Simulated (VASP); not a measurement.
# Ta2N in VASP: settings compared

Aim: see how the results for Ta2N move with the level of theory and the settings. Levels: revPBE+U, LDA, PBE, HSE06. Tasks: single point.

Program: VASP 6.6.1. These are calculated values, not measurements. Logs are shortened: lines on timing, memory, paths and dates and some standing lists are left out, and cuts for length are marked.

## Step 1: The cell of the first run

The structure is trigonal, space group P-3m1 (No. 164). Conventional cell: a = 3.113 Å, b = 3.113 Å, c = 4.870 Å, α = 90.00°, β = 90.00°, γ = 120.00°. Ta (site symmetry 3m) has 3 N at 2.18 Å and 12 Ta at 2.99 to 3.11 Å within 3.2 Å. N (site symmetry -3m) has 6 Ta at 2.18 Å within 2.9 Å.

## Step 2: Single point, revPBE+U

File INCAR:

```
SYSTEM = Ta2N
PREC = Accurate ; ENCUT = 520
EDIFF = 1E-7 ; ISMEAR = 1
SIGMA = 0.005 ; LREAL = .FALSE.
LASPH = .TRUE. ; NELM = 150
ALGO = Normal ; ISIF = 2
LWAVE = .FALSE. ; LCHARG = .FALSE.
LMAXMIX = 4 ; LDAU = .TRUE.
LDAUTYPE = 2 ; LDAUL = 2 -1
LDAUU = 6.2 0 ; LDAUJ = 0 0
LDAUPRINT = 1 ; GGA = RE
NBANDS = 20
```

File KPOINTS:

```
regular mesh
0
G
  10 10 6
  0 0 0
```

File POSCAR:

```
Ta2N
1.0
    3.1128615060      0.0000000000      0.0000000000
   -1.5564307530      2.6958171426      0.0000000000
    0.0000000000      0.0000000000      4.8698410000
Ta N
2 1
Direct
    0.3333333333      0.6666666667      0.2547110000
    0.6666666667      0.3333333333      0.7452890000
    0.0000000000      0.0000000000      0.0000000000
```

Potentials or basis: VASP PAW PBE potentials, release 64 (Ta_pv, N).

Run with:

```sh
$ cat potpaw_PBE.64/Ta_pv/POTCAR potpaw_PBE.64/N/POTCAR > POTCAR
$ mpirun -np 1 vasp_std > vasp.out
```

OUTCAR:

```text
SYSTEM = Ta2N
   PREC = Accurate
   ENCUT = 520
   EDIFF = 1E-7
   ISMEAR = 1
   LREAL = .FALSE.
   LASPH = .TRUE.
   NELM = 150
   ISIF = 2
   GGA = RE

 ion  position               nearest neighbor table
   1  0.333  0.667  0.255-   3 2.18   3 2.18   3 2.18   2 2.99   2 2.99   2 2.99   2 3.06   2 3.06
                             2 3.06
   2  0.667  0.333  0.745-   3 2.18   3 2.18   3 2.18   1 2.99   1 2.99   1 2.99   1 3.06   1 3.06
                             1 3.06
   3  0.000  0.000  0.000-   1 2.18   2 2.18   1 2.18   2 2.18   2 2.18   1 2.18

  LATTYP: Found a hexagonal cell.
 ALAT       =     3.1128615060
 C/A-ratio  =     1.5644258476

  Lattice vectors:

 A1 = (   3.1128615060,   0.0000000000,   0.0000000000)
 A2 = (  -1.5564307530,   2.6958171426,   0.0000000000)
 A3 = (   0.0000000000,   0.0000000000,   4.8698410000)

Analysis of symmetry for initial positions (statically):
=====================================================================
 Subroutine PRICEL returns:
 Original cell was already a primitive cell.

 Routine SETGRP: Setting up the symmetry group for a
 hexagonal supercell.

 Subroutine GETGRP returns: Found 12 space group operations
 (whereof 12 operations were pure point group operations)
 out of a pool of 24 trial point group operations.

The static configuration has the point symmetry D_3d.

Analysis of symmetry for dynamics (positions and initial velocities):
=====================================================================
 Subroutine PRICEL returns:
 Original cell was already a primitive cell.

 Routine SETGRP: Setting up the symmetry group for a
 hexagonal supercell.

 Subroutine GETGRP returns: Found 12 space group operations
 (whereof 12 operations were pure point group operations)
 out of a pool of 24 trial point group operations.

The dynamic configuration has the point symmetry D_3d.

 Subroutine INISYM returns: Found 12 space group operations
 (whereof 12 operations are pure point group operations),
[... 172 lines left out ...]
  o =  0.2384  v =  0.0000 -0.0000 -1.0000  0.0000  0.0000  0.0000  0.0000  0.0000  0.0000  0.0000      0.0000  0.0000  0.0000  0.0000  0.0000  0.0000  0.0000  0.0000  0.0000  0.0000

atom =   2  type =  1  l = 2

 onsite density matrix

spin component  1

  0.2111  0.0000 -0.0000 -0.0072 -0.0000
  0.0000  0.2083  0.0000  0.0000 -0.0072
 -0.0000  0.0000  0.2384 -0.0000 -0.0000
 -0.0072  0.0000 -0.0000  0.2083 -0.0000
 -0.0000 -0.0072 -0.0000 -0.0000  0.2111

spin component  2

  0.2111  0.0000 -0.0000 -0.0072 -0.0000
  0.0000  0.2083  0.0000  0.0000 -0.0072
 -0.0000  0.0000  0.2384 -0.0000 -0.0000
 -0.0072  0.0000 -0.0000  0.2083 -0.0000
 -0.0000 -0.0072 -0.0000 -0.0000  0.2111

 occupancies and eigenvectors

  o =  0.2024  v = -0.0000  0.7722  0.0000 -0.0000  0.6354  0.0000  0.0000  0.0000  0.0000  0.0000      0.0000  0.0000  0.0000  0.0000  0.0000  0.0000  0.0000  0.0000  0.0000  0.0000
  o =  0.2024  v =  0.0000  0.0000  0.0000  0.0000  0.0000 -0.0000  0.7722  0.0000 -0.0000  0.6354      0.0000  0.0000  0.0000  0.0000  0.0000  0.0000  0.0000  0.0000  0.0000  0.0000
  o =  0.2024  v =  0.0000  0.0000  0.0000  0.0000  0.0000  0.6354  0.0000  0.0000  0.7722  0.0000      0.0000  0.0000  0.0000  0.0000  0.0000  0.0000  0.0000  0.0000  0.0000  0.0000
  o =  0.2024  v =  0.6354  0.0000  0.0000  0.7722  0.0000  0.0000  0.0000  0.0000  0.0000  0.0000      0.0000  0.0000  0.0000  0.0000  0.0000  0.0000  0.0000  0.0000  0.0000  0.0000
  o =  0.2171  v =  0.0000  0.6354 -0.0000 -0.0000 -0.7722  0.0000  0.0000  0.0000  0.0000  0.0000      0.0000  0.0000  0.0000  0.0000  0.0000  0.0000  0.0000  0.0000  0.0000  0.0000
  o =  0.2171  v =  0.0000  0.0000  0.0000  0.0000  0.0000  0.0000  0.6354 -0.0000 -0.0000 -0.7722      0.0000  0.0000  0.0000  0.0000  0.0000  0.0000  0.0000  0.0000  0.0000  0.0000
  o =  0.2171  v =  0.7722 -0.0000  0.0000 -0.6354  0.0000  0.0000  0.0000  0.0000  0.0000  0.0000      0.0000  0.0000  0.0000  0.0000  0.0000  0.0000  0.0000  0.0000  0.0000  0.0000
  o =  0.2171  v =  0.0000  0.0000  0.0000  0.0000  0.0000  0.7722 -0.0000  0.0000 -0.6354  0.0000      0.0000  0.0000  0.0000  0.0000  0.0000  0.0000  0.0000  0.0000  0.0000  0.0000
  o =  0.2384  v =  0.0000  0.0000  0.0000  0.0000  0.0000 -0.0000  0.0000  1.0000 -0.0000 -0.0000      0.0000  0.0000  0.0000  0.0000  0.0000  0.0000  0.0000  0.0000  0.0000  0.0000
  o =  0.2384  v = -0.0000  0.0000  1.0000 -0.0000 -0.0000  0.0000  0.0000  0.0000  0.0000  0.0000      0.0000  0.0000  0.0000  0.0000  0.0000  0.0000  0.0000  0.0000  0.0000  0.0000

 number of electron      26.9999996 magnetization

 Free energy of the ion-electron system (eV)
  ---------------------------------------------------
  ext. energy  EPLUGINS =         0.00000000
  ---------------------------------------------------
  free energy    TOTEN  =       -22.25360988 eV

  energy without entropy =      -22.25360317  energy(sigma->0) =      -22.25360765

 E-fermi :   8.5815     XC(G=0): -12.8424

 val. band max:        8.5392406558   @ k =   0.2000   0.1000   0.3333
 cond. band min:       8.5835138847   @ k =   0.2000   0.2000   0.1667
 fundamental gap:      0.0442732289
 Fermi energy:         8.5814923248

 k-point     1 :       0.0000    0.0000    0.0000
  band No.  band energies     occupation
      1     -28.6735      2.00000
      2     -27.9972      2.00000
      3     -27.9972      2.00000
      4     -27.8755      2.00000
      5     -27.8755      2.00000
      6     -27.7629      2.00000
[... 541 lines left out ...]
     19      13.0714      0.00000
     20      13.9643      0.00000

 [... further k-points ...]
[... 5 lines left out ...]
  --------------------------------------------------------------------------------------
  -------------------------------------------------------------------------------------
  Total        4.4641020      4.4641020      6.3599867      0.0000000     -0.0000000      0.0000000
  in kB      175.0167755    175.0167755    249.3456409      0.0000000     -0.0000000      0.0000000
  external PRESSURE =     199.7930639 kB  Pullay stress =       0.0000000 kB

 VOLUME and BASIS-vectors are now :
 -----------------------------------------------------------------------------
  energy-cutoff  :      520.00
  volume of cell :       40.87
      direct lattice vectors                 reciprocal lattice vectors
     3.112861506  0.000000000  0.000000000     0.321247829  0.185472520  0.000000000
    -1.556430753  2.695817143  0.000000000     0.000000000  0.370945041  0.000000000
     0.000000000  0.000000000  4.869841000     0.000000000  0.000000000  0.205345513

 POSITION                                       TOTAL-FORCE (eV/Angst)
 -----------------------------------------------------------------------------------
     -0.00000      1.79721      1.24040         0.000000     -0.000000      0.911276
      1.55643      0.89861      3.62944        -0.000000      0.000000     -0.911276
      0.00000      0.00000      0.00000         0.000000      0.000000      0.000000
 -----------------------------------------------------------------------------------
    total drift:                               -0.000000      0.000000      0.000000

  FREE ENERGIE OF THE ION-ELECTRON SYSTEM (eV)
  ---------------------------------------------------
  free  energy   TOTEN  =       -22.2536098808 eV

  energy  without entropy=      -22.2536031736  energy(sigma->0) =      -22.25360765
```

OSZICAR:

```text
N       E                     dE             d eps       ncg     rms          rms(c)
DAV:   1     0.222943079188E+03    0.22294E+03   -0.14977E+04  2888   0.139E+03
DAV:   2    -0.174009823669E+02   -0.24034E+03   -0.23483E+03  3300   0.397E+02
DAV:   3    -0.264172242448E+02   -0.90162E+01   -0.88715E+01  3636   0.692E+01
DAV:   4    -0.265242206944E+02   -0.10700E+00   -0.10533E+00  3512   0.714E+00
DAV:   5    -0.265255981306E+02   -0.13774E-02   -0.13768E-02  3520   0.627E-01    0.256E+01
DAV:   6    -0.226954420549E+02    0.38302E+01   -0.18567E+01  3708   0.285E+01    0.117E+01
DAV:   7    -0.223369137388E+02    0.35853E+00   -0.16152E+00  3184   0.872E+00    0.586E+00
DAV:   8    -0.222586122243E+02    0.78302E-01   -0.34293E-01  3384   0.462E+00    0.543E-01
DAV:   9    -0.222538106982E+02    0.48015E-02   -0.34166E-02  3608   0.115E+00    0.303E-01
DAV:  10    -0.222537463772E+02    0.64321E-04   -0.66457E-03  3620   0.629E-01    0.858E-02
DAV:  11    -0.222536092136E+02    0.13716E-03   -0.11018E-03  3448   0.213E-01    0.358E-02
DAV:  12    -0.222536095106E+02   -0.29699E-06   -0.66632E-05  3400   0.627E-02    0.136E-02
DAV:  13    -0.222536104859E+02   -0.97534E-06   -0.15892E-05  3824   0.229E-02    0.695E-03
DAV:  14    -0.222536099568E+02    0.52909E-06   -0.27616E-06  3372   0.112E-02    0.162E-03
DAV:  15    -0.222536098808E+02    0.76068E-07   -0.44121E-07  3272   0.416E-03
   1 F= -.22253610E+02 E0= -.22253608E+02  d E =-.670712E-05
```

Wall time 61 s (1 thread of Intel Xeon Platinum 8259CL at 2.50GHz (Skylake/Cascade Lake), shared host); peak memory 0.19 GiB.

What came out:

```yaml
Free_energy: -22.2536 eV
Pressure: 20.0 GPa
Largest_force: 0.911 eV/Å
Band_gap_on_the_k_mesh: zero (an odd number of electrons rules out a gap without spin polarisation)
```

Forces in eV/Å, atoms in the order of the input:
```
Ta   0.000  0.000  0.911
Ta   0.000  0.000 -0.911
N    0.000  0.000  0.000
```

Levels at points of the mesh, in eV from the Fermi level:
```
           k point  band 9  band 10  band 11  band 12  band 13  band 14  band 15  band 16  band 17  band 18
(0.00, 0.00, 0.00)   -6.35    -6.35    -5.98    -0.72    -0.11    -0.11    -0.09     0.46     0.46     1.26
(0.50, 0.00, 0.00)   -6.92    -6.66    -4.66    -3.14    -1.99     1.79     1.81     3.67     3.95     4.23
(0.00, 0.00, 0.50)   -6.49    -6.49    -3.37    -3.19    -0.99    -0.99     1.11     1.55     2.47     2.47
(0.50, 0.00, 0.50)   -7.03    -6.47    -3.60    -2.76    -2.55    -0.53     0.82     3.45     3.55     4.27
```

Eigenvalues of the final occupation matrices:
```tsv
site	spin	trace	eigenvalues
site 1 d	1	1.08	0.20 0.20 0.22 0.22 0.24
site 1 d	2	1.08	0.20 0.20 0.22 0.22 0.24
site 2 d	1	1.08	0.20 0.20 0.22 0.22 0.24
site 2 d	2	1.08	0.20 0.20 0.22 0.22 0.24
```

Caveat: the stress differs along the axes, from 18 to 25 GPa; the PAW data sets were made with another functional, which shifts forces and pressure a little; spin-orbit coupling is left out, which moves the levels of the heavy elements; U without spin polarisation on a metal has little footing.

(Part 1 of 2 ends here.)

The gap in the log of VASP goes by the Fermi energy; the results here count the filled bands.